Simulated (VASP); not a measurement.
Set up this calculation in VASP 6.6.1, as the native input.

```yaml
Task: relaxation of cell and atoms
Functional: PBE
Potentials_or_basis: VASP PAW PBE potentials, release 64 (Mo_sv, S)
Cutoff: 600 eV
k_mesh: 6 × 6 × 4
Occupations: gaussian, width 0.1 eV
Spin: collinear spin
Starting_moments: "[1.25, 1.25, 0.0, 0.0] μB"
Hubbard_terms: Mo d U = 4.38 eV
Dipole_correction: no
Further_INCAR_settings: ALGO = Normal; EDIFF = 1e-06; IBRION = 2; EDIFFG = -0.05; NSW = 100; ISIF = 3
```

The structure of MoS lies in POSCAR:

```
MoS
1.0
    3.4399428711      0.0000000000      0.0000000000
   -1.7199714355      2.9790779139      0.0000000000
    0.0000000000      0.0000000000      5.3319114501
Mo S
2 2
Direct
    0.0000000000      0.0000000000      0.0000000000
    0.0000000000      0.0000000000      0.5000000000
    0.3333333333      0.6666666667      0.2500000000
    0.6666666667      0.3333333333      0.7500000000
```

These files were run (other wordings do the same):

INCAR

```
SYSTEM = MoS
ALGO = Normal
EDIFF = 1E-6
EDIFFG = -0.05
ENCUT = 600
GGA = PE
IBRION = 2
ISIF = 3
ISMEAR = 0
ISPIN = 2
LASPH = .True.
LCHARG = .False.
LDAU = .True.
LDAUJ = 0 0
LDAUL = 2 -1
LDAUPRINT = 1
LDAUTYPE = 2
LDAUU = 4.38 0
LMAXMIX = 4
LORBIT = 11
LREAL = .False.
LWAVE = .False.
MAGMOM = 1.25 1.25 0 0
NELM = 150
NSW = 100
PREC = Accurate
SIGMA = 0.1
```

KPOINTS

```
k-points
0
Gamma
  6 6 4
  0 0 0
```

Potentials or basis: VASP PAW PBE potentials, release 64 (Mo_sv, S).

Launch:

```sh
$ cat potpaw_PBE.64/Mo_sv/POTCAR potpaw_PBE.64/S/POTCAR > POTCAR
$ mpirun -np 1 vasp_std > vasp.out
```

It gave:

```yaml
Relaxed_volume: 18.48 Å³/atom
Relaxed_cell: a = 3.664 Å, b = 3.664 Å, c = 6.357 Å, α = 90.00°, β = 90.00°, γ = 120.00°
Space_group_after_relaxing_to_0.1_Å: P6_3/mmc (No. 194)
Energy_gained_by_relaxing: 521.3 meV/atom
Ionic_steps: 10
Pressure_after_relaxing: 0.0 GPa
Net_moment: -6.33 μB per cell
Site_moments: Mo -2.95; S +0.07 μB
Valence_electrons_inside_the_program's_atomic_spheres: Mo 12.20; S 3.71
```

Caveat: the electronic state changed during the relaxation; the volume moved by over 15 % at a fixed basis, so the end points are rough.

Run time: 17 min on 1 thread of Intel Xeon 8259CL, on a shared host, peak memory 0.25 GiB.
